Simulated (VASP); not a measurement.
## Ta8HN8 (a cell with a defect): single point with PBE

Ta8HN8 (a cell with a defect):

```
CELL_PARAMETERS angstrom
0.00000 4.41727 -4.41727
4.41727 4.41727 0.00000
4.41727 0.00000 -4.41727
ATOMIC_POSITIONS crystal
Ta 0.26728 0.73597 0.23601
Ta 0.21588 0.25437 0.28020
Ta 0.72705 0.73598 0.23601
Ta 0.72409 0.25844 0.25972
Ta 0.21589 0.78016 0.75438
Ta 0.25032 0.24092 0.74100
Ta 0.72407 0.75971 0.75846
Ta 0.73395 0.24092 0.74098
N 0.99359 0.98505 0.48507
N 0.97116 0.55391 0.47011
N 0.50262 0.98505 0.48507
N 0.46648 0.50588 0.52741
N 0.97118 0.97011 0.05387
N 0.00286 0.48851 0.98853
N 0.46647 0.02737 0.00595
N 0.48643 0.48850 0.98853
H 0.99419 0.23896 0.73884
```

| Quantity | Value |
| --- | --- |
| Program | VASP 6.6.1 |
| Task | single point |
| Functional | PBE |
| Potentials or basis | VASP PAW PBE potentials, release 64 (Ta_pv, N, H) |
| Cutoff | 520 eV |
| k mesh | 5 × 5 × 5 |
| Occupations | gaussian, width 0.1 eV |
| Spin | no spin polarisation |

| Quantity | Value |
| --- | --- |
| Pressure | 9.8 GPa |
| Largest force | 0.028 eV/Å |
| Band gap on the k mesh | zero (an odd number of electrons rules out a gap without spin polarisation) |

Forces in eV/Å, atoms in the order of the input:
```
Ta  -0.011  0.013 -0.013
Ta   0.004 -0.004 -0.004
Ta  -0.011 -0.013  0.013
Ta   0.006  0.005  0.005
Ta   0.004  0.004  0.004
Ta  -0.002  0.019 -0.019
Ta   0.006 -0.005 -0.005
Ta  -0.002 -0.020  0.020
N   -0.006 -0.002  0.002
N    0.006 -0.008 -0.009
N   -0.006  0.002 -0.002
N    0.004  0.002  0.002
N    0.006  0.009  0.008
N   -0.002 -0.002  0.002
N    0.004 -0.002 -0.002
N   -0.002  0.002 -0.002
H    0.002  0.000  0.000
```

Stress tensor (GPa, compression positive):
```
9.56 0.00 0.00
0.00 9.95 0.87
0.00 0.87 9.95
```

Levels at points of the mesh, in eV from the Fermi level:
```csv
k point,band 62,band 63,band 64,band 65,band 66,band 67,band 68,band 69
"(0.00, 0.00, 0.00)",-1.47,-0.16,0.35,1.01,1.15,1.31,1.38,1.70
```

It took 32 min on 1 thread of Intel(R) Xeon(R) Platinum 8559C (Emerald Rapids), on a shared host, peak memory 0.66 GiB.

Caveat: spin-orbit coupling is left out, which moves the levels of the heavy elements; an odd number of electrons without spin polarisation forces a metal; a magnetic or distorted state may lie lower.
